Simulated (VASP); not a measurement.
**VH: single point with r2SCAN**

Crystal: VH.

```
CELL_PARAMETERS angstrom
3.59139 0.00000 0.00000
0.00000 3.59139 0.00000
0.00000 0.00000 3.07362
ATOMIC_POSITIONS crystal
H 0.50000 0.50000 0.00000
H 0.00000 0.00000 0.00000
V 0.00000 0.50000 0.50000
V 0.50000 0.00000 0.50000
```

```
Program             : VASP 6.6.1
Task                : single point
Functional          : r2SCAN
Potentials or basis : VASP PAW PBE potentials, release 64 (H, V_sv)
Cutoff              : 520 eV
k mesh              : 6 × 6 × 7
Occupations         : fermi-dirac, width 0.1 eV
Spin                : no spin polarisation
```

The pressure is -22.1 GPa and the band gap on the k mesh is zero (band 14 reaches 8.66 eV, above the bottom of band 15 at 6.40 eV).

Stress tensor (GPa, compression positive):
```
-14.21   0.00   0.00
  0.00 -14.21   0.00
  0.00   0.00 -37.79
```

Levels at points of the mesh, in eV from the Fermi level:
| k point | band 12 | band 13 | band 14 | band 15 | band 16 | band 17 |
| --- | --- | --- | --- | --- | --- | --- |
| (0.00, 0.00, 0.00) | -2.33 | -0.12 | 0.38 | 0.38 | 2.25 | 2.25 |
| (0.50, 0.00, 0.00) | -1.12 | -0.46 | -0.46 | 0.75 | 0.75 | 1.20 |
| (0.50, 0.50, 0.00) | -2.79 | -1.30 | -1.30 | -0.41 | -0.41 | 1.26 |

Wall time 3 min on 1 thread of Oxide Virtual Turin-like Processor, on a shared host, peak memory 0.14 GiB.

Caveat: the PAW data sets were made with another functional, which shifts forces and pressure a little.
